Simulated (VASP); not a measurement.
# Cu2Au (Fm-3m) in VASP: further runs

Cu2Au is run at these levels: PBE; tasks: relaxation of cell and atoms, single point.

Everything below comes from runs of VASP 6.6.1. Logs are shortened: lines on timing, memory, paths and dates and some standing lists are left out, and cuts for length are marked.

**1. The cell of the first run**

The structure is cubic, space group Fm-3m (No. 225). Conventional cell: a = 5.563 Å, b = 5.563 Å, c = 5.563 Å, α = 90.00°, β = 90.00°, γ = 90.00°. Cu (site symmetry -43m) has 4 Au at 2.41 Å and 6 Cu at 2.78 Å within 3.2 Å. Within 3.2 Å of Au (site symmetry m-3m) lie 8 Cu at 2.41 Å.

**2. Relaxation of cell and atoms, PBE**

INCAR

```
ALGO = Normal ; EDIFF = 1E-7
EDIFFG = -0.04 ; ENCUT = 600
GGA = PE ; IBRION = 2
ISIF = 3 ; ISMEAR = 0
LASPH = T ; LCHARG = F
LREAL = F ; LWAVE = F
NELM = 80 ; NSW = 90
PREC = Accurate ; SIGMA = 0.1
```

KPOINTS

```
k-points
0
Gamma
  6 6 6
```

POSCAR

```
Cu2Au
1.0
    0.0000000000      2.7816558750      2.7816558750
    2.7816558750      0.0000000000      2.7816558750
    2.7816558750      2.7816558750      0.0000000000
Cu Au
2 1
Direct
    0.2500000000      0.2500000000      0.2500000000
    0.7500000000      0.7500000000      0.7500000000
    0.0000000000      0.0000000000      0.0000000000
```

Potentials or basis: VASP PAW PBE potentials, release 64 (Cu, Au).

Run with:

```bash
$ cat potpaw_PBE.64/Cu/POTCAR potpaw_PBE.64/Au/POTCAR > POTCAR
$ mpirun -np 1 vasp_std > vasp.out
```

OUTCAR:

```text
EDIFF = 1E-7
   EDIFFG = -0.04
   ENCUT = 600
   GGA = PE
   IBRION = 2
   ISIF = 3
   ISMEAR = 0
   LASPH = T
   LREAL = F
   NELM = 80
   NSW = 90
   PREC = Accurate

 ion  position               nearest neighbor table
   1  0.250  0.250  0.250-   3 2.41   3 2.41   3 2.41   3 2.41   2 2.78   2 2.78   2 2.78   2 2.78
                             2 2.78   2 2.78
   2  0.750  0.750  0.750-   3 2.41   3 2.41   3 2.41   3 2.41   1 2.78   1 2.78   1 2.78   1 2.78
                             1 2.78   1 2.78
   3  0.000  0.000  0.000-   2 2.41   2 2.41   2 2.41   1 2.41   2 2.41   1 2.41   1 2.41   1 2.41

  LATTYP: Found a face centered cubic cell.
 ALAT       =     5.5633117500

  Lattice vectors:

 A1 = (   0.0000000000,   2.7816558750,   2.7816558750)
 A2 = (   2.7816558750,   0.0000000000,   2.7816558750)
 A3 = (   2.7816558750,   2.7816558750,   0.0000000000)

Analysis of symmetry for initial positions (statically):
=====================================================================
 Subroutine PRICEL returns:
 Original cell was already a primitive cell.

 Routine SETGRP: Setting up the symmetry group for a
 face centered cubic supercell.

 Subroutine GETGRP returns: Found 48 space group operations
 (whereof 48 operations were pure point group operations)
 out of a pool of 48 trial point group operations.

The static configuration has the point symmetry O_h .

Analysis of symmetry for dynamics (positions and initial velocities):
=====================================================================
 Subroutine PRICEL returns:
 Original cell was already a primitive cell.

 Routine SETGRP: Setting up the symmetry group for a
 face centered cubic supercell.

 Subroutine GETGRP returns: Found 48 space group operations
 (whereof 48 operations were pure point group operations)
 out of a pool of 48 trial point group operations.

The dynamic configuration has the point symmetry O_h .

 Subroutine INISYM returns: Found 48 space group operations
 (whereof 48 operations are pure point group operations),
 and found     1 'primitive' translations

----------------------------------------------------------------------------------------

                                     Primitive cell

  volume of cell :      43.0467

  direct lattice vectors                    reciprocal lattice vectors
     0.000000000  2.781655875  2.781655875    -0.179749050  0.179749050  0.179749050
     2.781655875  0.000000000  2.781655875     0.179749050 -0.179749050  0.179749050
     2.781655875  2.781655875  0.000000000     0.179749050  0.179749050 -0.179749050

  length of vectors
     3.933855464  3.933855464  3.933855464     0.311334487  0.311334487  0.311334487

  position of ions in fractional coordinates (direct lattice)
     0.250000000  0.250000000  0.250000000
     0.750000000  0.750000000  0.750000000
     0.000000000  0.000000000  0.000000000

  ion indices of the primitive-cell ions
   primitive index   ion index
                 1           1
                 2           2
                 3           3

----------------------------------------------------------------------------------------

 KPOINTS: k-points

Automatic generation of k-mesh.
 Grid dimensions read from file:
 generate k-points for:    6    6    6

 Generating k-lattice:

  Cartesian coordinates                     Fractional coordinates (reciprocal lattice)
    -0.029958175  0.029958175  0.029958175     0.166666667  0.000000000  0.000000000
     0.029958175 -0.029958175  0.029958175     0.000000000  0.166666667  0.000000000
     0.029958175  0.029958175 -0.029958175     0.000000000  0.000000000  0.166666667

  Length of vectors
     0.051889081  0.051889081  0.051889081

  Shift w.r.t. Gamma in fractional coordinates (k-lattice)
     0.000000000  0.000000000  0.000000000

 Subroutine IBZKPT returns following result:
 ===========================================

 Found     16 irreducible k-points:

 Following reciprocal coordinates:
            Coordinates               Weight
  0.000000  0.000000  0.000000      1.000000
  0.166667  0.000000  0.000000      8.000000
  0.333333  0.000000  0.000000      8.000000
  0.500000  0.000000  0.000000      4.000000
  0.166667  0.166667  0.000000      6.000000
  0.333333  0.166667  0.000000     24.000000
[... 8 lines left out ...]
 -0.333333  0.333333  0.166667     24.000000
 -0.333333  0.500000  0.166667     12.000000
   k-points           NKPTS =     16   k-points in BZ     NKDIM =     16   number of bands    NBANDS=     20
   number of dos      NEDOS =    301   number of ions     NIONS =      3
   total plane-waves  NPLWV =  32768
   dimension x,y,z NGX =    32 NGY =   32 NGZ =   32
   dimension x,y,z NGXF=    64 NGYF=   64 NGZF=   64
   ions per type =               2   1
   NGX,Y,Z   is equivalent  to a cutoff of  13.52, 13.52, 13.52 a.u.
   NGXF,Y,Z  is equivalent  to a cutoff of  27.05, 27.05, 27.05 a.u.
 SYSTEM =  unknown system
   PREC   = accura    normal or accurate (medium, high low for compatibility)
   ISTART =      0    job   : 0-new  1-cont  2-samecut
   ICHARG =      2    charge: 1-file 2-atom 10-const
   ISPIN  =      1    spin polarized calculation?
   LNONCOLLINEAR =      F non collinear calculations
   LSORBIT =      F    spin-orbit coupling
   LASPH  =      T    aspherical Exc in radial PAW
   ENCUT  =  600.0 eV  44.10 Ry    6.64 a.u.   7.86  7.86  7.86*2*pi/ulx,y,z
   NELM   =     80;   NELMIN=  2; NELMDL= -5     # of ELM steps
   EDIFF  = 0.1E-06   stopping-criterion for ELM
   LREAL  =      F    real-space projection
   EDIFFG = -.4E-01   stopping-criterion for IOM
   NSW    =     90    number of steps for IOM
   IBRION =      2    ionic relax: 0-MD 1-quasi-New 2-CG
   NFREE  =      1    steps in history (QN), initial steepest desc. (CG)
   ISIF   =      3    stress and relaxation
   ISYM   =      2    0-nonsym 1-usesym 2-fastsym
   POTIM  = 0.5000    time-step for ionic-motion
   TEBEG  =    0.0;   TEEND  =   0.0 temperature during run
   PSTRESS=    0.0 pullay stress
   NELECT =      33.0000    total number of electrons
   NUPDOWN=      -1.0000    fix difference up-down
   EMIN   =  10.00;   EMAX   =-10.00  energy-range for DOS
   EFERMI =   0.00;   METHOD = LEGACY
   ISMEAR =     0;   SIGMA  =   0.10  broadening in eV -4-tet -1-fermi 0-gaus
   EFERMI_NEDOS =   21; number of points for ismear=-14 and -15
   IALGO  =     38    algorithm
   IMIX   =      4    mixing-type and parameters
     AMIX     =   0.40;   BMIX     =  1.00
     AMIX_MAG =   1.60;   BMIX_MAG =  1.00
  volume/ion in A,a.u.               =      14.35        96.83
  Fermi-wavevector in a.u.,A,eV,Ry     =   1.498302  2.831381 30.543847  2.244909
  Thomas-Fermi vector in A             =   2.610079
   LORBIT       =      0    0 simple, 1 ext, 2 COOP (PROOUT), +10 PAW based schemes
   GGA     = PE    functional components
   LHFCALC =     F    Hartree Fock is set to
   AEXX    =    0.0000 exact exchange contribution
   IVDW    =     0    specifies the selected vdW correction
   LEPSILON=     F    determine dielectric tensor
   LRPA    =     F    only Hartree local field effects (RPA)
 conjugate gradient relaxation of ions
 non-spin polarized calculation
 Gauss-broadening in eV      SIGMA  =   0.10
  energy-cutoff  :      600.00
  volume of cell :       43.05
 maximum number of plane-waves:      1459
   NGX = 15   NGY = 15   NGZ = 15

--------------------------------------- Ionic step        1  -------------------------------------------

 number of electron      32.9999975 magnetization

 Free energy of the ion-electron system (eV)
  ---------------------------------------------------
  ext. energy  EPLUGINS =         0.00000000
  ---------------------------------------------------
  free energy    TOTEN  =        -9.18495278 eV

  energy without entropy =       -9.17996237  energy(sigma->0) =       -9.18245757

------------------------ aborting loop because EDIFF is reached ----------------------------------------

  FORCE on cell =-STRESS in cart. coord.  units (eV):
  Direction    XX          YY          ZZ          XY          YZ          ZX
  --------------------------------------------------------------------------------------
  -------------------------------------------------------------------------------------
  Total        8.0201159      8.0201159      8.0201159     -0.0000000     -0.0000000      0.0000000
  in kB      298.5045985    298.5045985    298.5045985     -0.0000000     -0.0000000      0.0000000
  external PRESSURE =     298.5045985 kB  Pullay stress =       0.0000000 kB
[... 22 lines left out ...]
  energy  without entropy=       -9.1799623650  energy(sigma->0) =       -9.18245757

--------------------------------------- Ionic step        2  -------------------------------------------

 number of electron      32.9999987 magnetization

 E-fermi :   3.6748     XC(G=0): -10.1976

 val. band max:        3.6457462780   @ k =  -0.3333   0.1667   0.0000
 cond. band min:       3.6750464129   @ k =   0.5000   0.3333   0.0000
 fundamental gap:      0.0293001349
 Fermi energy:         3.6748166995

 k-point     1 :       0.0000    0.0000    0.0000
  band No.  band energies     occupation
      1      -3.0724      2.00000
      2      -0.4553      2.00000
      3      -0.4553      2.00000
      4      -0.4553      2.00000
      5      -0.2441      2.00000
      6      -0.2441      2.00000
[... 12 lines left out ...]
     19      10.8031      0.00000
[... 378 lines left out ...]
  energy  without entropy=       -9.4377622760  energy(sigma->0) =       -9.44603098

--------------------------------------- Ionic step        3  -------------------------------------------

 number of electron      32.9999983 magnetization

 Free energy of the ion-electron system (eV)
  ---------------------------------------------------
  ext. energy  EPLUGINS =         0.00000000
  ---------------------------------------------------
  free energy    TOTEN  =        -9.86624200 eV

  energy without entropy =       -9.85386461  energy(sigma->0) =       -9.86005330

 E-fermi :   5.4159     XC(G=0): -11.1037

 val. band max:        5.3686085557   @ k =   0.5000   0.3333   0.0000
 cond. band min:       5.4264281997   @ k =  -0.3333   0.1667   0.0000
 fundamental gap:      0.0578196440
 Fermi energy:         5.4159468604

 k-point     1 :       0.0000    0.0000    0.0000
  band No.  band energies     occupation
      1      -2.4817      2.00000
      2       0.5410      2.00000
      3       0.5410      2.00000
      4       0.5410      2.00000
      5       0.7238      2.00000
      6       0.7238      2.00000
[... 12 lines left out ...]
     19      13.3948      0.00000
[... 374 lines left out ...]
  FREE ENERGIE OF THE ION-ELECTRON SYSTEM (eV)
  ---------------------------------------------------
  free  energy   TOTEN  =        -9.8662419962 eV

  energy  without entropy=       -9.8538646081  energy(sigma->0) =       -9.86005330

 reached required accuracy - stopping structural energy minimisation
```

Run time: 26 s. Hardware: 1 thread of Intel Xeon 6975P-C (Granite Rapids), shared host; peak memory 0.19 GiB.

Results:

```yaml
Free_energy: -9.8662 eV
Relaxed_volume: 17.36 Å³/atom
Relaxed_cell: a = 4.191 Å, b = 4.191 Å, c = 4.191 Å, α = 60.00°, β = 60.00°, γ = 60.00°
Space_group_after_relaxing_to_0.05_Å: Fm-3m (No. 225)
Energy_gained_by_relaxing: 227.1 meV/atom
Ionic_steps: 3
Pressure_after_relaxing: -0.3 GPa
```

The path:
```
step  energy change (eV)  largest force (eV/Å)  pressure (GPa)  volume (Å³)
   1              0.0000                0.0000           29.85        43.05
   2             -0.2693                0.0000          -10.93        61.94
   3             -0.6813                0.0000           -0.27        52.07
```

Final structure:
```cif
data_structure
_symmetry_space_group_name_H-M 'P 1'
_symmetry_Int_Tables_number 1
_cell_length_a 4.1915
_cell_length_b 4.1915
_cell_length_c 4.1915
_cell_angle_alpha 60.000
_cell_angle_beta 60.000
_cell_angle_gamma 60.000
_cell_volume 52.07
loop_
_atom_site_label
_atom_site_type_symbol
_atom_site_fract_x
_atom_site_fract_y
_atom_site_fract_z
_atom_site_occupancy
Cu1 Cu 0.25000 0.25000 0.25000 1
Cu2 Cu 0.75000 0.75000 0.75000 1
Au1 Au 0.00000 0.00000 0.00000 1
```

Levels at points of the mesh, in eV from the Fermi level:
| k point | band 14 | band 15 | band 16 | band 17 | band 18 | band 19 |
| --- | --- | --- | --- | --- | --- | --- |
| (0.00, 0.00, 0.00) | -1.53 | -1.46 | -1.46 | 6.92 | 7.98 | 7.98 |
| (0.50, 0.00, 0.00) | -1.71 | -1.38 | -1.38 | -0.79 | 5.03 | 5.03 |
| (0.50, 0.50, 0.00) | -1.25 | -1.25 | -0.78 | -0.66 | 1.31 | 1.31 |

Caveat: the volume moved by over 15 % at a fixed basis, so the end points are rough; spin-orbit coupling is left out, which moves the levels of the heavy elements.

(Part 1 of 2 ends here.)
